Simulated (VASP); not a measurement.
Here is a VASP 6.6.1 calculation.

Contents of INCAR:

```
ALGO = Normal ; EDIFF = 1E-7
EDIFFG = -0.03 ; ENCUT = 520
GGA = PS ; IBRION = 2
ISIF = 2 ; ISMEAR = -1
LASPH = True ; LCHARG = False
LREAL = Auto ; LWAVE = False
NELM = 100 ; NSW = 80
PREC = Accurate ; SIGMA = 0.05
```

KPOINTS

```
k-points
0
Gamma
  2 2 2
```

POSCAR

```
Si
1.0
    0.0000000000      5.4300000000      5.4300000000
    5.4300000000      0.0000000000      5.4300000000
    5.4300000000      5.4300000000      0.0000000000
Si
17
Direct
    0.0000000000      0.0000000000      0.0000000000
    0.1250000000      0.1250000000      0.1250000000
    0.0000000000      0.0000000000      0.5000000000
    0.1250000000      0.1250000000      0.6250000000
    0.0000000000      0.5000000000      0.0000000000
    0.1250000000      0.6250000000      0.1250000000
    0.0000000000      0.5000000000      0.5000000000
    0.1250000000      0.6250000000      0.6250000000
    0.5000000000      0.0000000000      0.0000000000
    0.6250000000      0.1250000000      0.1250000000
    0.5000000000      0.0000000000      0.5000000000
    0.6250000000      0.1250000000      0.6250000000
    0.5000000000      0.5000000000      0.0000000000
    0.6250000000      0.6250000000      0.1250000000
    0.5000000000      0.5000000000      0.5000000000
    0.6250000000      0.6250000000      0.6250000000
    0.7628803000      0.2428505000      0.2449289000
```

Potentials or basis: VASP PAW PBE potentials, release 64 (Si).

Run with:

```sh
$ cat potpaw_PBE.64/Si/POTCAR > POTCAR
$ mpirun -np 1 vasp_std > vasp.out
```

What does it give for the energy gained by relaxing?

9.0 meV/atom.

Predict the band gap on the k mesh.

zero (bands 34 and 35 overlap by 0.26 eV).

Final structure:
```
Si
1.0
     0.00000    5.43000    5.43000
     5.43000    0.00000    5.43000
     5.43000    5.43000    0.00000
Si
17
Cartesian
  10.8257 5.4315 5.4314
  1.3231 1.3923 1.3926
  8.1431 2.7488 5.4316
  4.0786 4.0657 1.3655
  8.1431 5.4317 2.7485
  4.0782 1.3654 4.0658
  5.4306 8.1447 8.1449
  6.7798 4.0668 4.0665
  10.8431 8.1556 8.1526
  1.3352 4.0492 4.0494
  8.1441 5.4302 8.1123
  4.0922 6.8063 4.0532
  8.1440 8.1125 5.4300
  4.0903 4.0550 6.8047
  5.4621 5.4305 5.4302
  6.7815 6.7930 6.7927
  2.6937 5.4432 5.4394
```

Caveat: the k points lie up to 0.50 Å⁻¹ apart.
